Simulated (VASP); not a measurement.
Input of a VASP 6.6.1 run:

File INCAR:

```
SYSTEM = Pt
PREC = Accurate
ENCUT = 520
EDIFF = 1E-6
ISMEAR = 0
SIGMA = 0.15
LREAL = .False.
LASPH = .True.
NELM = 60
ALGO = Fast
ISIF = 2
LWAVE = .False.
LCHARG = .False.
GGA = PS
NBANDS = 11
```

The input KPOINTS:

```
Automatic mesh
0
Gamma
  22 22 22
  0 0 0
```

File POSCAR:

```
Pt
1.0
   -1.7431909374      1.5459519993      1.5459519993
    1.5459519993     -1.7431909374      1.5459519993
    1.5459519993      1.5459519993     -1.7431909374
Pt
1
Direct
    0.0000000000      0.0000000000      0.0000000000
```

Potentials or basis: VASP PAW PBE potentials, release 64 (Pt).

The run is started by

```console
$ cat potpaw_PBE.64/Pt/POTCAR > POTCAR
$ mpirun -np 1 vasp_std > vasp.out
```

(1) Estimate the pressure.

(2) What does it give for the band gap on the k mesh?

## Answers

(1) 35.4 GPa.

(2) zero (bands 5 and 6 overlap by 4.30 eV).

Caveat: the cell stands under pressure; the PAW data sets were made with another functional, which shifts forces and pressure a little; spin-orbit coupling is left out, which moves the levels of the heavy elements.
